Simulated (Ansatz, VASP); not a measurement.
## One calculation of Ru, two programs

```
Ru
1.0
    -1.32325    1.32325    2.01313
     1.32325   -1.32325    2.01313
     1.32325    1.32325   -2.01313
Ru
1
Direct
  0.00000 0.00000 0.00000
```

Alike in both runs: task relaxation of cell and atoms; functional PBEsol; k mesh 8 × 8 × 8; occupations gaussian, width 0.1 eV; no spin polarisation.

|  | VASP | Ansatz |
| --- | --- | --- |
| version | VASP 6.6.1 | Ansatz 0.2.0 |
| potentials or method | VASP PAW PBE potentials, release 64 (Ru_pv), cutoff 500 eV | scalar-relativistic, plane waves, PAW |
| valence electrons in the cell | 14 | 16 |

|  | VASP | Ansatz | Ansatz less VASP |
| --- | --- | --- | --- |
| gap on the k mesh at the Fermi level, each at its own relaxed structure (eV) | none | none | - |
| relaxed volume (Å³/atom) | 13.34 | 13.34 | -0.001 |
| relaxed cell length with the largest relative difference (Å) | 2.662 | 2.662 | +0.0005 |

VASP's potentials were made for PBE, not for PBEsol. A gap of «none» marks a metal or a gap that the smearing closes. VASP's potentials hold 14 valence electrons a cell and Ansatz's 16, so a difference there can come from the potentials and not from the codes.

The k mesh is coarse, so the values compare programs but aren't converged.
